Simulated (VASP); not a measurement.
Here is a VASP 6.6.1 calculation.

INCAR

```
SYSTEM = PtS2
ALGO     = Normal         ! electronic algorithm
EDIFF    = 1E-6           ! SCF threshold, eV
ENCUT    = 520            ! plane-wave cutoff, eV
GGA      = PE             ! functional
ISIF     = 2              ! what is computed and relaxed
ISMEAR   = -1             ! smearing method
IVDW     = 12             ! dispersion correction
LASPH    = .True.         ! aspherical terms in the spheres
LCHARG   = .True.         ! write CHGCAR
LELF     = .True.         ! ELF
LREAL    = .False.        ! projectors in reciprocal space
LVHAR    = .True.       
LWAVE    = .False.        ! write WAVECAR
NBANDS   = 18             ! bands
NELM     = 60             ! most SCF steps
PREC     = Accurate       ! precision mode
SIGMA    = 0.05           ! smearing width, eV
```

The input KPOINTS:

```
k-points
0
Gamma
  9 9 5
  0 0 0
```

Contents of POSCAR:

```
PtS2
1.0
    3.5432000000      0.0000000000      0.0000000000
   -1.7716000000      3.0685012107      0.0000000000
    0.0000000000      0.0000000000      5.0388000000
Pt S
1 2
Direct
    0.0000000000      0.0000000000      0.0000000000
    0.6666666667      0.3333333333      0.7730000000
    0.3333333333      0.6666666667      0.2270000000
```

Potentials or basis: VASP PAW PBE potentials, release 64 (Pt, S).

Launch:

```bash
$ cat potpaw_PBE.64/Pt/POTCAR potpaw_PBE.64/S/POTCAR > POTCAR
$ mpirun -np 1 vasp_std > vasp.out
```

(1) Predict the band gap on the k mesh.

(2) Estimate the largest force.

(3) Predict the dispersion energy per atom.

## Answers

(1) 1.03 eV, indirect (least direct gap 1.08 eV).

(2) 1.246 eV/Å.

(3) -0.423 eV.

Caveat: three body term missing; spin-orbit coupling is left out, which moves the levels of the heavy elements; forces of over 1 eV/Å act on the atoms, so gaps and moduli don't describe the material at rest.
